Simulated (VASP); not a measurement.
Write the native input for VASP 6.6.1 that does the following.

```
Task                   : single point
Functional             : PBE
Potentials or basis    : VASP PAW PBE potentials, release 64 (Mo_sv, Ru_pv)
Cutoff                 : 520 eV
k mesh                 : 18 × 18 × 2
Occupations            : gaussian, width 0.1 eV
Spin                   : no spin polarisation
Dipole correction      : no
Further INCAR settings : ALGO = Fast; EDIFF = 1e-07; NBANDS = 81
```

The structure of Mo2Ru3 lies in POSCAR:

```
Mo2Ru3
1.0
    2.7645906109      0.0000000000      0.0000000000
   -1.3822953054      2.3942057001      0.0000000000
    0.0000000000      0.0000000000     22.0135468443
Mo Ru
4 6
Direct
    0.3333333333      0.6666666667      0.6487154453
    0.3333333333      0.6666666667      0.8512845547
    0.6666666667      0.3333333333      0.1487154453
    0.6666666667      0.3333333333      0.3512845547
    0.3333333333      0.6666666667      0.0495969365
    0.3333333333      0.6666666667      0.2500000000
    0.3333333333      0.6666666667      0.4504030635
    0.6666666667      0.3333333333      0.7500000000
    0.6666666667      0.3333333333      0.9504030635
    0.6666666667      0.3333333333      0.5495969365
```

These files were run (other wordings do the same):

INCAR

```
SYSTEM = Mo2Ru3
ALGO = Fast
EDIFF = 1E-7
ENCUT = 520
GGA = PE
ISIF = 2
ISMEAR = 0
LASPH = .True.
LCHARG = .False.
LREAL = .False.
LWAVE = .False.
NBANDS = 81
NELM = 60
PREC = Accurate
SIGMA = 0.1
```

KPOINTS

```
k-points
0
Gamma
  18 18 2
  0 0 0
```

Potentials or basis: VASP PAW PBE potentials, release 64 (Mo_sv, Ru_pv).

The run is started by

```sh
$ cat potpaw_PBE.64/Mo_sv/POTCAR potpaw_PBE.64/Ru_pv/POTCAR > POTCAR
$ mpirun -np 1 vasp_std > vasp.out
```

It gave:

The pressure is 0.2 GPa, the largest force is 0.016 eV/Å and the band gap on the k mesh is zero (band 70 reaches 13.72 eV, above the bottom of band 71 at 11.41 eV).

Run time: 31 min on 1 thread of Intel Xeon 6975P-C, with other jobs on the host, peak memory 0.73 GiB.
